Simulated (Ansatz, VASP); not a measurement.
## One calculation of ZrN, two programs

Contents of INCAR:

```
SYSTEM = ZrN
PREC = Accurate ; ENCUT = 600
EDIFF = 1E-6 ; ISMEAR = 0
SIGMA = 0.1 ; LREAL = .FALSE.
LASPH = .TRUE. ; NELM = 120
ALGO = Normal ; ISIF = 2
LWAVE = .FALSE. ; LCHARG = .FALSE.
GGA = PE ; NBANDS = 16
GGA_COMPAT = .FALSE.
```

Contents of KPOINTS:

```
Automatic mesh
0
G
  6 6 6
  0 0 0
```

File POSCAR:

```
ZrN
1.0
    0.0000000000      2.2942655900      2.2942655900
    2.2942655900      0.0000000000      2.2942655900
    2.2942655900      2.2942655900      0.0000000000
Zr N
1 1
Direct
    0.5000000000      0.5000000000      0.5000000000
    0.0000000000      0.0000000000      0.0000000000
```

Input for Ansatz:

```yaml
crystal:
  lattice:
    - [0.0, 2.29426559, 2.29426559]
    - [2.29426559, 0.0, 2.29426559]
    - [2.29426559, 2.29426559, 0.0]
  atoms:
    - { symbol: Zr, position: [0.5, 0.5, 0.5] }
    - { symbol: "N", position: [0.0, 0.0, 0.0] }
basis:
  ecutwfc: 420
kpoints:
  mp_grid: { grid: [6, 6, 6] }
hamiltonian:
  xc: pbe
  pseudopotentials: { kind: paw, azcp: { folder: soft_1 } }
scf:
  occupations: { method: gaussian, width: 0.1 }
output:
  forces: true
  stress: true
  eigenvalues: true
```

Alike in both runs: task single point; functional PBE; k mesh 6 × 6 × 6; occupations gaussian, width 0.1 eV; no spin polarisation.

|  | VASP | Ansatz |
| --- | --- | --- |
| version | VASP 6.6.1 | Ansatz 0.2.0 |
| potentials or method | VASP PAW PBE potentials, release 64 (Zr_sv, N), cutoff 600 eV | scalar-relativistic, plane waves, PAW |
| valence electrons in the cell | 17 | 17 |

```tsv
	VASP	Ansatz	Ansatz less VASP
gap on the k mesh at the Fermi level (eV)	none	none	-
pressure (GPa)	1.0	0.9	-0.07
```

A gap of «none» marks a metal or a gap that the smearing closes.

The k mesh is coarse, so the values compare programs but aren't converged.
